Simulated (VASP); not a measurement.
# Pd (Fm-3m) in VASP: notebook

The runs below take Pd through single point, with HF, r2SCAN50, r2SCAN, r2SCANh.

All numbers are computed with VASP 6.6.1; they aren't measurements. Logs are shortened: lines on timing, memory, paths and dates and some standing lists are left out, and cuts for length are marked.

## Step 1: The cell of the first run

It takes space group Fm-3m (No. 225, cubic). The conventional cell has a = 3.893 Å, b = 3.893 Å, c = 3.893 Å, α = 90.00°, β = 90.00°, γ = 90.00°. Pd (site symmetry m-3m) has 12 Pd at 2.75 Å within 3.6 Å.

## Step 2: Single point, HF

The input, POSCAR:

```
Pd
1.0
    0.0000000000      1.9465000000      1.9465000000
    1.9465000000      0.0000000000      1.9465000000
    1.9465000000      1.9465000000      0.0000000000
Pd
1
Direct
    0.0000000000      0.0000000000      0.0000000000
```

The input, INCAR.step1:

```
SYSTEM = Pd
  PREC = Accurate
  ENCUT = 470
  EDIFF = 1E-5
  ISMEAR = -1
  SIGMA = 0.05
  LREAL = .False.
  LASPH = .True.
  NELM = 120
  ALGO = Normal
  ISIF = 2
  LWAVE = .True.
  LCHARG = .False.
  GGA = PE
  NBANDS = 15
  GGA_COMPAT = .False.
```

The input, INCAR.step2:

```
SYSTEM = Pd
  PREC = Accurate
  ENCUT = 470
  EDIFF = 1E-6
  ISMEAR = -1
  SIGMA = 0.05
  LREAL = .False.
  LASPH = .True.
  NELM = 120
  ALGO = Normal
  ISIF = 2
  LWAVE = .False.
  LCHARG = .False.
  GGA = PE
  LHFCALC = .True.
  AEXX = 1.0
  ALDAC = 0.0
  AGGAC = 0.0
  PRECFOCK = Normal
  ISTART = 1
  NBANDS = 15
  GGA_COMPAT = .False.
```

The input, KPOINTS:

```
Automatic mesh
0
Gamma
  6 6 6
  0 0 0
```

Potentials or basis: VASP PAW PBE potentials, release 64 (Pd_sv_GW).

The run is started by

```
$ cat potpaw_PBE.64/Pd_sv_GW/POTCAR > POTCAR
$ cp INCAR.step1 INCAR
$ mpirun -np 1 vasp_std > vasp.out
$ cp INCAR.step2 INCAR
$ mpirun -np 1 vasp_std > vasp.out
```

OUTCAR:

```text
SYSTEM = Pd
   PREC = Accurate
   ENCUT = 470
   EDIFF = 1E-6
   ISMEAR = -1
   LREAL = .False.
   LASPH = .True.
   NELM = 120
   ISIF = 2
   GGA = PE
   LHFCALC = .True.
   AEXX = 1.0
   PRECFOCK = Normal
   ISTART = 1

 ion  position               nearest neighbor table
   1  0.000  0.000  0.000-

  LATTYP: Found a face centered cubic cell.
 ALAT       =     3.8930000000

  Lattice vectors:

 A1 = (   0.0000000000,   1.9465000000,   1.9465000000)
 A2 = (   1.9465000000,   0.0000000000,   1.9465000000)
 A3 = (   1.9465000000,   1.9465000000,   0.0000000000)

Analysis of symmetry for initial positions (statically):
=====================================================================
 Subroutine PRICEL returns:
 Original cell was already a primitive cell.

 Routine SETGRP: Setting up the symmetry group for a
 face centered cubic supercell.

 Subroutine GETGRP returns: Found 48 space group operations
 (whereof 48 operations were pure point group operations)
 out of a pool of 48 trial point group operations.

The static configuration has the point symmetry O_h .

Analysis of symmetry for dynamics (positions and initial velocities):
=====================================================================
 Subroutine PRICEL returns:
 Original cell was already a primitive cell.

 Routine SETGRP: Setting up the symmetry group for a
 face centered cubic supercell.

 Subroutine GETGRP returns: Found 48 space group operations
 (whereof 48 operations were pure point group operations)
 out of a pool of 48 trial point group operations.

The dynamic configuration has the point symmetry O_h .

 Subroutine INISYM returns: Found 48 space group operations
 (whereof 48 operations are pure point group operations),
 and found     1 'primitive' translations

----------------------------------------------------------------------------------------

                                     Primitive cell

  volume of cell :      14.7500

  direct lattice vectors                    reciprocal lattice vectors
     0.000000000  1.946500000  1.946500000    -0.256871307  0.256871307  0.256871307
     1.946500000  0.000000000  1.946500000     0.256871307 -0.256871307  0.256871307
     1.946500000  1.946500000  0.000000000     0.256871307  0.256871307 -0.256871307

  length of vectors
     2.752766699  2.752766699  2.752766699     0.444914156  0.444914156  0.444914156

  position of ions in fractional coordinates (direct lattice)
     0.000000000  0.000000000  0.000000000

  ion indices of the primitive-cell ions
   primitive index   ion index
                 1           1

----------------------------------------------------------------------------------------

 KPOINTS: Automatic mesh

Automatic generation of k-mesh.
 Grid dimensions read from file:
 generate k-points for:    6    6    6

 Generating k-lattice:

  Cartesian coordinates                     Fractional coordinates (reciprocal lattice)
    -0.042811885  0.042811885  0.042811885     0.166666667  0.000000000  0.000000000
     0.042811885 -0.042811885  0.042811885     0.000000000  0.166666667  0.000000000
     0.042811885  0.042811885 -0.042811885     0.000000000  0.000000000  0.166666667

  Length of vectors
     0.074152359  0.074152359  0.074152359

  Shift w.r.t. Gamma in fractional coordinates (k-lattice)
     0.000000000  0.000000000  0.000000000

 Subroutine IBZKPT returns following result:
 ===========================================

 Found     16 irreducible k-points:

 Following reciprocal coordinates:
            Coordinates               Weight
  0.000000  0.000000  0.000000      1.000000
  0.166667  0.000000  0.000000      8.000000
  0.333333  0.000000  0.000000      8.000000
  0.500000  0.000000  0.000000      4.000000
  0.166667  0.166667  0.000000      6.000000
  0.333333  0.166667  0.000000     24.000000
[... 8 lines left out ...]
 -0.333333  0.333333  0.166667     24.000000
 -0.333333  0.500000  0.166667     12.000000
   k-points           NKPTS =     16   k-points in BZ     NKDIM =    216   number of bands    NBANDS=     15
   number of dos      NEDOS =    301   number of ions     NIONS =      1
   total plane-waves  NPLWV =   8000
   dimension x,y,z NGX =    20 NGY =   20 NGZ =   20
   dimension x,y,z NGXF=    40 NGYF=   40 NGZF=   40
   ions per type =               1
   NGX,Y,Z   is equivalent  to a cutoff of  12.08, 12.08, 12.08 a.u.
   NGXF,Y,Z  is equivalent  to a cutoff of  24.16, 24.16, 24.16 a.u.
 SYSTEM =  Pd
   PREC   = accura    normal or accurate (medium, high low for compatibility)
   ISTART =      1    job   : 0-new  1-cont  2-samecut
   ICHARG =      0    charge: 1-file 2-atom 10-const
   ISPIN  =      1    spin polarized calculation?
   LNONCOLLINEAR =      F non collinear calculations
   LSORBIT =      F    spin-orbit coupling
   LASPH  =      T    aspherical Exc in radial PAW
   ENCUT  =  470.0 eV  34.54 Ry    5.88 a.u.   4.87  4.87  4.87*2*pi/ulx,y,z
   NELM   =    120;   NELMIN=  2; NELMDL=  0     # of ELM steps
   EDIFF  = 0.1E-05   stopping-criterion for ELM
   LREAL  =      F    real-space projection
   EDIFFG = 0.1E-04   stopping-criterion for IOM
   NSW    =      0    number of steps for IOM
   IBRION =     -1    ionic relax: 0-MD 1-quasi-New 2-CG
   NFREE  =      0    steps in history (QN), initial steepest desc. (CG)
   ISIF   =      2    stress and relaxation
   ISYM   =      3    0-nonsym 1-usesym 2-fastsym
   POTIM  = 0.5000    time-step for ionic-motion
   TEBEG  =    0.0;   TEEND  =   0.0 temperature during run
   PSTRESS=    0.0 pullay stress
   NELECT =      18.0000    total number of electrons
   NUPDOWN=      -1.0000    fix difference up-down
   EMIN   =  10.00;   EMAX   =-10.00  energy-range for DOS
   EFERMI =   0.00;   METHOD = LEGACY
   ISMEAR =    -1;   SIGMA  =   0.05  broadening in eV -4-tet -1-fermi 0-gaus
   EFERMI_NEDOS =   21; number of points for ismear=-14 and -15
   IALGO  =     38    algorithm
   IMIX   =      1    mixing-type and parameters
     AMIX     =   0.40;   BMIX     =  1.00
     AMIX_MAG =   1.60;   BMIX_MAG =  1.00
  volume/ion in A,a.u.               =      14.75        99.54
  Fermi-wavevector in a.u.,A,eV,Ry     =   1.749449  3.305979 41.641602  3.060571
  Thomas-Fermi vector in A             =   2.820360
   LORBIT       =      0    0 simple, 1 ext, 2 COOP (PROOUT), +10 PAW based schemes
   GGA     = PE    functional components
   LHFCALC =     T    Hartree Fock is set to
   PRECFOCK=normal    Normal, Fast or Accurate (Low or Medium for compatibility)
   ENCUT4O =  -1.0   cutoff for four orbital integrals eV
   NKREDX  =     1    reduce k-point grid by
   NKREDY  =     1    reduce k-point grid by
   NKREDZ  =     1    reduce k-point grid by
   AEXX    =    1.0000 exact exchange contribution
   HFSCREEN=    0.0000 screening length (either q_TF or 0.3 A-1)
   HFSCREENC=   0.0000 screening length for correlation (either q_TF or 0.3 A-1)
   ENCUTFOCK=  -1.0 apply spherical cutoff to Coloumb kernel
   IVDW    =     0    specifies the selected vdW correction
   LEPSILON=     F    determine dielectric tensor
   LRPA    =     F    only Hartree local field effects (RPA)
 non-spin polarized calculation
  energy-cutoff  :      470.00
  volume of cell :       14.75
 maximum number of plane-waves:       347
  NGX = 16; NGY = 16; NGZ = 16

 number of electron      18.0000003 magnetization

 Free energy of the ion-electron system (eV)
  ---------------------------------------------------
  ext. energy  EPLUGINS =         0.00000000
  ---------------------------------------------------
  free energy    TOTEN  =         0.48572950 eV

  energy without entropy =        0.49243970  energy(sigma->0) =        0.48908460

 E-fermi :   6.7898     XC(G=0):   0.0000

 val. band max:        6.2541828140   @ k =   0.3333   0.1667   0.0000
 cond. band min:       6.8341115152   @ k =   0.5000   0.1667   0.0000
 fundamental gap:      0.5799287012
 Fermi energy:         6.7897517497

 k-point     1 :       0.0000    0.0000    0.0000
  band No.  band energies     occupation
      1     -95.6838      2.00000
      2     -55.7097      2.00000
      3     -55.7097      2.00000
      4     -55.7097      2.00000
      5      -2.3575      2.00000
      6       0.5474      2.00000
      7       0.5474      2.00000
      8       0.5474      2.00000
      9       1.6324      2.00000
     10       1.6324      2.00000
     11      31.8000      0.00000
     12      37.2277      0.00000
     13      37.2277      0.00000
     14      37.2277      0.00000
     15      43.0879      0.00000

 k-point     2 :       0.1667    0.0000    0.0000
  band No.  band energies     occupation
      1     -95.6600      2.00000
      2     -55.8918      2.00000
      3     -55.7388      2.00000
      4     -55.7388      2.00000
      5      -1.2032      2.00000
      6       0.7240      2.00000
      7       0.7834      2.00000
      8       0.7834      2.00000
      9       1.8212      2.00000
     10       1.8212      2.00000
     11      32.5978      0.00000
     12      33.3898      0.00000
     13      38.6516      0.00000
     14      38.6516      0.00000
     15      42.9615      0.00000

 k-point     3 :       0.3333    0.0000    0.0000
  band No.  band energies     occupation
      1     -95.6125      2.00000
      2     -56.2567      2.00000
      3     -55.8018      2.00000
      4     -55.8018      2.00000
      5      -1.6350      2.00000
      6       0.2475      2.00000
      7       0.2475      2.00000
      8       3.6365      2.00000
      9       3.6365      2.00000
     10       5.6418      2.00000
     11      26.7830      0.00000
     12      32.2745      0.00000
     13      39.1534      0.00000
     14      39.1534      0.00000
     15      42.4716      0.00000
[... 199 lines left out ...]
 k-point    15 :      -0.3333    0.3333    0.1667
  band No.  band energies     occupation
      1     -95.5658      2.00000
      2     -56.2871      2.00000
      3     -56.1071      2.00000
      4     -55.9416      2.00000
      5      -1.4086      2.00000
      6      -0.2751      2.00000
      7       1.0794      2.00000
      8       1.7484      2.00000
      9       5.4855      2.00000
     10      20.1466      0.00000
     11      22.3418      0.00000
     12      29.2794      0.00000
     13      29.3358      0.00000
     14      38.4900      0.00000
     15      42.4369      0.00000

 k-point    16 :      -0.3333    0.5000    0.1667
  band No.  band energies     occupation
      1     -95.5583      2.00000
      2     -56.3010      2.00000
      3     -56.1036      2.00000
      4     -56.0096      2.00000
      5      -2.2628      2.00000
      6      -1.1543      2.00000
      7       2.3659      2.00000
      8       2.7010      2.00000
      9       8.9261      0.00000
     10      20.6701      0.00000
     11      25.7701      0.00000
     12      26.0240      0.00000
     13      26.7060      0.00000
     14      39.8456      0.00000
     15      43.0939      0.00000

------------------------ aborting loop because EDIFF is reached ----------------------------------------

  FORCE on cell =-STRESS in cart. coord.  units (eV):
  Direction    XX          YY          ZZ          XY          YZ          ZX
  --------------------------------------------------------------------------------------
  -------------------------------------------------------------------------------------
  Total        0.6689103      0.6689103      0.6689103      0.0000000      0.0000000      0.0000000
  in kB       72.6582998     72.6582998     72.6582998      0.0000000      0.0000000      0.0000000
  external PRESSURE =      72.6582998 kB  Pullay stress =       0.0000000 kB

 VOLUME and BASIS-vectors are now :
 -----------------------------------------------------------------------------
  energy-cutoff  :      470.00
  volume of cell :       14.75
      direct lattice vectors                 reciprocal lattice vectors
     0.000000000  1.946500000  1.946500000    -0.256871307  0.256871307  0.256871307
     1.946500000  0.000000000  1.946500000     0.256871307 -0.256871307  0.256871307
     1.946500000  1.946500000  0.000000000     0.256871307  0.256871307 -0.256871307

 POSITION                                       TOTAL-FORCE (eV/Angst)
 -----------------------------------------------------------------------------------
      0.00000      0.00000      0.00000        -0.000000      0.000000     -0.000000
 -----------------------------------------------------------------------------------
    total drift:                                0.000001      0.000001      0.000001

  FREE ENERGIE OF THE ION-ELECTRON SYSTEM (eV)
  ---------------------------------------------------
  free  energy   TOTEN  =         0.4857294980 eV

  energy  without entropy=        0.4924396987  energy(sigma->0) =        0.48908460
```

Run time: 20 min. Hardware: 1 thread of AMD EPYC 7R13 (Zen 3), shared host; peak memory 0.11 GiB.

Results:

```yaml
Free_energy: 0.4857 eV
Pressure: 7.3 GPa
Band_gap_on_the_k_mesh: zero (bands 9 and 10 overlap by 7.61 eV)
```

Levels at points of the mesh, in eV from the Fermi level:
| k point | band 5 | band 6 | band 7 | band 8 | band 9 | band 10 | band 11 | band 12 | band 13 | band 14 |
| --- | --- | --- | --- | --- | --- | --- | --- | --- | --- | --- |
| (0.00, 0.00, 0.00) | -9.15 | -6.24 | -6.24 | -6.24 | -5.16 | -5.16 | 25.01 | 30.44 | 30.44 | 30.44 |
| (0.50, 0.00, 0.00) | -8.87 | -6.86 | -6.86 | -1.86 | -1.86 | 6.10 | 15.23 | 24.30 | 30.13 | 30.13 |
| (0.50, 0.50, 0.00) | -9.98 | -9.19 | -3.36 | 2.45 | 2.45 | 9.49 | 19.16 | 21.48 | 21.48 | 31.42 |

Caveat: the k points lie up to 0.47 Å⁻¹ apart, too coarse for converged energies and pressures of a metal; the PAW data sets were made with another functional, which shifts forces and pressure a little.

## Step 3: Single point, r2SCAN50

POSCAR is that of step 2.

The input, INCAR.step1:

```
SYSTEM = Pd
PREC = Accurate
ENCUT = 510
EDIFF = 1E-5
ISMEAR = -1
SIGMA = 0.05
LREAL = .FALSE.
LASPH = .TRUE.
NELM = 120
ALGO = Normal
ISIF = 2
LWAVE = .TRUE.
LCHARG = .FALSE.
GGA = PE
NBANDS = 15
GGA_COMPAT = .FALSE.
```

The input, INCAR.step2:

```
SYSTEM = Pd
PREC = Accurate
ENCUT = 510
EDIFF = 1E-6
ISMEAR = -1
SIGMA = 0.05
LREAL = .FALSE.
LASPH = .TRUE.
NELM = 120
ALGO = Normal
ISIF = 2
LWAVE = .FALSE.
LCHARG = .FALSE.
METAGGA = R2SCAN
LHFCALC = .TRUE.
AEXX = 0.5
LMIXTAU = .TRUE.
PRECFOCK = Normal
ISTART = 1
NBANDS = 15
GGA_COMPAT = .FALSE.
```

The input, KPOINTS:

```
Automatic mesh
0
G
  6 6 6
  0 0 0
```

Potentials or basis: VASP PAW PBE potentials, release 64 (Pd_sv_GW).

The run is started by

```
$ cat potpaw_PBE.64/Pd_sv_GW/POTCAR > POTCAR
$ cp INCAR.step1 INCAR
$ mpirun -np 1 vasp_std > vasp.out
$ cp INCAR.step2 INCAR
$ mpirun -np 1 vasp_std > vasp.out
```

It took 9.6 min on 1 thread of Intel Xeon 6975P-C (Granite Rapids), shared host; peak memory 0.14 GiB.

It converged, with:

| Property | Result |
| --- | --- |
| Free energy | -11.3479 eV |
| Pressure | -8.7 GPa |
| Band gap on the k mesh | zero (bands 9 and 10 overlap by 4.50 eV) |

Levels at points of the mesh, in eV from the Fermi level:
```tsv
k point	band 5	band 6	band 7	band 8	band 9	band 10	band 11	band 12	band 13	band 14
(0.00, 0.00, 0.00)	-8.36	-4.62	-4.62	-4.62	-3.16	-3.16	21.16	26.37	26.37	26.37
(0.50, 0.00, 0.00)	-7.21	-4.89	-4.89	-0.91	-0.91	3.42	11.30	20.51	25.84	25.84
(0.50, 0.50, 0.00)	-7.74	-7.27	-1.58	1.34	1.34	6.35	15.09	17.49	17.49	26.74
```

Caveat: the k points lie up to 0.47 Å⁻¹ apart, too coarse for converged energies and pressures of a metal; the PAW data sets were made with another functional, which shifts forces and pressure a little.

## Step 4: Single point, HF

This run uses another cell than the first one, of 13.87 Å³/atom.

The input, POSCAR:

```
Pd
1.0
    0.0000000000      1.9067643606      1.9067643606
    1.9067643606      0.0000000000      1.9067643606
    1.9067643606      1.9067643606      0.0000000000
Pd
1
Direct
    0.0000000000      0.0000000000      0.0000000000
```

The input, INCAR.step1:

```
PREC = Accurate ; ENCUT = 470
EDIFF = 1E-5 ; ISMEAR = -1
SIGMA = 0.05 ; LREAL = False
LASPH = True ; NELM = 120
ALGO = Normal ; ISIF = 2
LWAVE = True ; NBANDS = 15
GGA = PE ; GGA_COMPAT = False
```

The input, INCAR.step2:

```
PREC = Accurate ; ENCUT = 470
EDIFF = 1E-6 ; ISMEAR = -1
SIGMA = 0.05 ; LREAL = False
LASPH = True ; NELM = 120
ALGO = Normal ; ISIF = 2
LWAVE = False ; LCHARG = True
GGA = PE ; LHFCALC = True
AEXX = 1.0 ; ALDAC = 0.0
AGGAC = 0.0 ; PRECFOCK = Normal
LELF = True ; LVHAR = True
NBANDS = 15 ; ISTART = 1
GGA_COMPAT = False
```

The input, KPOINTS:

```
regular mesh
0
Gamma
  6 6 6
```

The run is started by

```
$ cat potpaw_PBE.64/Pd_sv_GW/POTCAR > POTCAR
$ cp INCAR.step1 INCAR
$ mpirun -np 1 vasp_std > vasp.out
$ cp INCAR.step2 INCAR
$ mpirun -np 1 vasp_std > vasp.out
```

Wall time 20 min (1 thread of Intel Xeon Platinum 8259CL at 2.50GHz (Skylake/Cascade Lake), shared host); peak memory 0.14 GiB.

Results (log left out):

| Property | Result |
| --- | --- |
| Free energy | 0.5853 eV |
| Pressure | 21.0 GPa |
| Band gap on the k mesh | zero (bands 9 and 10 overlap by 7.90 eV) |

Levels at points of the mesh, in eV from the Fermi level:
```csv
k point,band 7,band 8,band 9,band 10,band 11,band 12
"(0.00, 0.00, 0.00)",-6.70,-6.70,-5.38,-5.38,25.01,30.80
"(0.50, 0.00, 0.00)",-7.31,-1.89,-1.89,5.87,15.82,24.34
"(0.50, 0.50, 0.00)",-3.39,2.52,2.52,9.44,19.89,21.83
```

Caveat: the k points lie up to 0.48 Å⁻¹ apart, too coarse for converged energies and pressures of a metal; the PAW data sets were made with another functional, which shifts forces and pressure a little.

[end of part 1 of 2]

The gap in the log of VASP goes by the Fermi energy; the results here count the filled bands.